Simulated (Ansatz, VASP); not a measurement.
**One calculation of CsBe3, two programs**

File INCAR:

```
PREC = Accurate
ENCUT = 520
EDIFF = 1E-6
ISMEAR = 0
SIGMA = 0.1
LREAL = False
LASPH = True
NELM = 60
ALGO = Fast
ISIF = 2
LWAVE = False
LCHARG = False
GGA = PE
NBANDS = 16
```

The input KPOINTS:

```
Automatic mesh
0
Gamma
  4 4 4
```

File POSCAR:

```
CsBe3
1.0
    4.0546896532      0.0000000000      0.0000000000
    0.0000000000      4.0546896532      0.0000000000
    0.0000000000      0.0000000000      4.0546896532
Cs Be
1 3
Direct
    0.0000000000      0.0000000000      0.0000000000
    0.0000000000      0.5000000000      0.5000000000
    0.5000000000      0.0000000000      0.5000000000
    0.5000000000      0.5000000000      0.0000000000
```

Input for Ansatz:

```yaml
crystal:
  lattice:
    - [4.0546896532, 0.0, 0.0]
    - [0.0, 4.0546896532, 0.0]
    - [0.0, 0.0, 4.0546896532]
  atoms:
    - { symbol: Cs, position: [0.0, 0.0, 0.0] }
    - { symbol: Be, position: [0.0, 0.5, 0.5] }
    - { symbol: Be, position: [0.5, 0.0, 0.5] }
    - { symbol: Be, position: [0.5, 0.5, 0.0] }
basis:
  ecutwfc: 420
kpoints:
  mp_grid: { grid: [4, 4, 4] }
hamiltonian:
  xc: pbe
scf:
  occupations: { method: gaussian, width: 0.1 }
  lower_state_search: "off"
output:
  forces: true
  stress: true
  eigenvalues: true
```

Alike in both runs: task single point; functional PBE; k mesh 4 × 4 × 4; occupations gaussian, width 0.1 eV; no spin polarisation.

|  | VASP | Ansatz |
| --- | --- | --- |
| version | VASP 6.6.1 | Ansatz 0.2.0 |
| potentials or method | VASP PAW PBE potentials, release 64 (Cs_sv, Be), cutoff 520 eV | scalar-relativistic, plane waves, PAW |
| valence electrons in the cell | 15 | 15 |

Ansatz gave:

| Quantity | Value |
| --- | --- |
| gap on the k mesh at the Fermi level (eV) | none |
| pressure (GPa) | 9.9 |

Question: Which values does VASP return?

Answer: gap on the k mesh at the Fermi level (eV): none; pressure (GPa): 10.2.

A gap of «none» marks a metal or a gap that the smearing closes.

The k mesh is coarse, so the values compare programs but aren't converged. Spin-orbit coupling is off throughout.
